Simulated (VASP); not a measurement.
Crystal: TePb.

```xyz
2
Lattice="0.0000 3.2735 3.2735 3.2735 0.0000 3.2735 3.2735 3.2735 0.0000" Properties=species:S:1:pos:R:3 pbc="T T T"
Te    3.2735    3.2735    3.2735
Pb    0.0000    0.0000    0.0000
```

```yaml
Program: VASP 6.6.1
Task: relaxation of cell and atoms
Functional: PBEsol
Potentials_or_basis: VASP PAW PBE potentials, release 64 (Te, Pb_d)
Cutoff: 600 eV
k_mesh: 9 × 9 × 9
Occupations: fermi-dirac, width 0.05 eV
Spin: no spin polarisation
```

At the start: pressure -1.9 GPa; volume 35.08 Å³/atom.

Question: Where does the relaxation end?

Answer: Over 3 steps the energy falls by 10.4 meV/atom and the volume is 33.44 Å³/atom (-4.7 %); space group Fm-3m (No. 225, to 0.1 Å) before and after.

Step by step:
| step | energy change (eV) | largest force (eV/Å) | pressure (GPa) | volume (Å³) |
| --- | --- | --- | --- | --- |
| 1 | 0.0000 | 0.0000 | -1.94 | 70.16 |
| 2 | -0.0188 | 0.0000 | 0.67 | 65.92 |
| 3 | -0.0208 | 0.0000 | -0.01 | 66.87 |

Final structure:
```cif
data_structure
_symmetry_space_group_name_H-M 'P 1'
_symmetry_Int_Tables_number 1
_cell_length_a 4.5561
_cell_length_b 4.5561
_cell_length_c 4.5561
_cell_angle_alpha 60.000
_cell_angle_beta 60.000
_cell_angle_gamma 60.000
_cell_volume 66.87
loop_
_atom_site_label
_atom_site_type_symbol
_atom_site_fract_x
_atom_site_fract_y
_atom_site_fract_z
_atom_site_occupancy
Te1 Te 0.50000 0.50000 0.50000 1
Pb1 Pb 0.00000 0.00000 0.00000 1
```

Caveat: the PAW data sets were made with another functional, which shifts forces and pressure a little.
